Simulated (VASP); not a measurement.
A run of VASP 6.6.1 is set up as follows.

POSCAR

```
Re
1.0
    0.0000000000     -1.9467225520     -1.9467225520
    1.9467225520      0.0000000000     -1.9467225520
    1.9467225520     -1.9467225520      0.0000000000
Re
1
Direct
    0.0000000000      0.0000000000      0.0000000000
```

File INCAR.step1:

```
SYSTEM = Re
  ALGO = Normal
  EDIFF = 1E-4
  ENCUT = 520
  GGA = PE
  ISMEAR = 0
  LASPH = .True.
  LCHARG = .False.
  LREAL = .False.
  LWAVE = .True.
  NBANDS = 10
  NELM = 100
  PREC = Accurate
  SIGMA = 0.1
```

Contents of INCAR.step2:

```
SYSTEM = Re
  ALGO = Normal
  EDIFF = 1E-6
  ENCUT = 520
  ISIF = 2
  ISMEAR = 0
  ISTART = 1
  LASPH = .True.
  LCHARG = .False.
  LMIXTAU = .True.
  LREAL = .False.
  LWAVE = .False.
  METAGGA = R2SCAN
  NBANDS = 10
  NELM = 100
  PREC = Accurate
  SIGMA = 0.1
```

Contents of KPOINTS:

```
k-points
0
Gamma
  18 18 18
  0 0 0
```

Potentials or basis: VASP PAW PBE potentials, release 64 (Re).

Launch:

```console
$ cat potpaw_PBE.64/Re/POTCAR > POTCAR
$ cp INCAR.step1 INCAR
$ mpirun -np 1 vasp_std > vasp.out
$ cp INCAR.step2 INCAR
$ mpirun -np 1 vasp_std > vasp.out
```

What does it give for the pressure?

0.0 GPa.

Caveat: the PAW data sets were made with another functional, which shifts forces and pressure a little.
